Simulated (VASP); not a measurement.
A run of VASP 6.6.1:

File INCAR:

```
SYSTEM = SiC
PREC = Accurate
ENCUT = 520
EDIFF = 1E-6
ISMEAR = -1
SIGMA = 0.05
LREAL = .False.
LASPH = .True.
NELM = 100
ALGO = Normal
ISIF = 2
LWAVE = .False.
LCHARG = .False.
GGA = PS
IVDW = 12
NBANDS = 26
```

The input KPOINTS:

```
Automatic mesh
0
Gamma
  10 10 3
  0 0 0
```

File POSCAR:

```
SiC
1.0
    3.1161684510      0.0000000000      0.0000000000
   -1.5580842255      2.6986810411      0.0000000000
    0.0000000000      0.0000000000     10.2031701838
Si C
4 4
Direct
    0.0000000000      0.0000000000      0.1878943800
    0.0000000000      0.0000000000      0.6878943800
    0.3333333333      0.6666666667      0.4378419800
    0.6666666667      0.3333333333      0.9378419800
    0.0000000000      0.0000000000      0.0004600500
    0.0000000000      0.0000000000      0.5004600500
    0.3333333333      0.6666666667      0.2498025900
    0.6666666667      0.3333333333      0.7498025900
```

Potentials or basis: VASP PAW PBE potentials, release 64 (Si, C).

The run is started by

```sh
$ cat potpaw_PBE.64/Si/POTCAR potpaw_PBE.64/C/POTCAR > POTCAR
$ mpirun -np 1 vasp_std > vasp.out
```

Hardware: 1 thread of Intel Xeon 8259CL, with other jobs on the host.

**Question.** How long does it take, and how much memory?

**Answer.** It took 78 s on 1 thread of Intel Xeon 8259CL (shared host), peak memory 0.22 GiB. Counts: scf iterations 12, k points 28.
